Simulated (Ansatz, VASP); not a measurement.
## Hf2S in VASP and in Ansatz

Contents of INCAR:

```
PREC = Accurate ; ENCUT = 520
EDIFF = 1E-6 ; ISMEAR = 0
SIGMA = 0.1 ; LREAL = F
LASPH = T ; NELM = 100
ALGO = Normal ; ISIF = 2
LWAVE = F ; LCHARG = F
GGA = PS ; NBANDS = 35
```

KPOINTS

```
regular mesh
0
Gamma
  12 12 4
```

File POSCAR:

```
Hf2S
1.0
    3.3742737662      0.0000000000      0.0000000000
   -1.6871368831      2.9222068008      0.0000000000
    0.0000000000      0.0000000000     11.7174070300
Hf S
4 2
Direct
    0.6666666700      0.3333333300      0.8998116400
    0.3333333300      0.6666666700      0.3998116400
    0.6666666700      0.3333333300      0.6001883600
    0.3333333300      0.6666666700      0.1001883600
    0.0000000000      0.0000000000      0.7500000000
    0.0000000000      0.0000000000      0.2500000000
```

Input for Ansatz:

```yaml
crystal:
  lattice:
    - [3.3742737662, 0.0, 0.0]
    - [-1.6871368831, 2.9222068008, 0.0]
    - [0.0, 0.0, 11.71740703]
  atoms:
    - { symbol: Hf, position: [0.66666667, 0.33333333, 0.89981164] }
    - { symbol: Hf, position: [0.33333333, 0.66666667, 0.39981164] }
    - { symbol: Hf, position: [0.66666667, 0.33333333, 0.60018836] }
    - { symbol: Hf, position: [0.33333333, 0.66666667, 0.10018836] }
    - { symbol: S, position: [0.0, 0.0, 0.75] }
    - { symbol: S, position: [0.0, 0.0, 0.25] }
basis:
  ecutwfc: 420
kpoints:
  mp_grid: { grid: [12, 12, 4] }
hamiltonian:
  xc: pbesol
scf:
  occupations: { method: gaussian, width: 0.1 }
output:
  forces: true
  stress: true
  eigenvalues: true
  populations: true
```

Alike in both runs: task single point; functional PBEsol; k mesh 12 × 12 × 4; occupations gaussian, width 0.1 eV; no spin polarisation.

```csv
,VASP,Ansatz
version,VASP 6.6.1,Ansatz 0.2.0
potentials or method,"VASP PAW PBE potentials, release 64 (Hf_pv, S), cutoff 520 eV","scalar-relativistic, plane waves, PAW"
valence electrons in the cell,52,116
```

|  | VASP | Ansatz | Ansatz less VASP |
| --- | --- | --- | --- |
| gap on the k mesh at the Fermi level (eV) | none | none | - |
| pressure (GPa) | -3.3 | -2.8 | +0.45 |
| traceless stress, the component that is largest in VASP (GPa) | 0.28 | 0.29 | +0.004 |
| rms of the force components (eV/Å) | 0.095 | 0.092 | -0.0033 |

VASP's potentials were made for PBE, not for PBEsol. Atom by atom the forces differ by 0.003 eV/Å (rms over components). A gap of «none» marks a metal or a gap that the smearing closes. VASP's potentials hold 52 valence electrons a cell and Ansatz's 116, so a difference there can come from the potentials and not from the codes.

Spin-orbit coupling is off throughout.
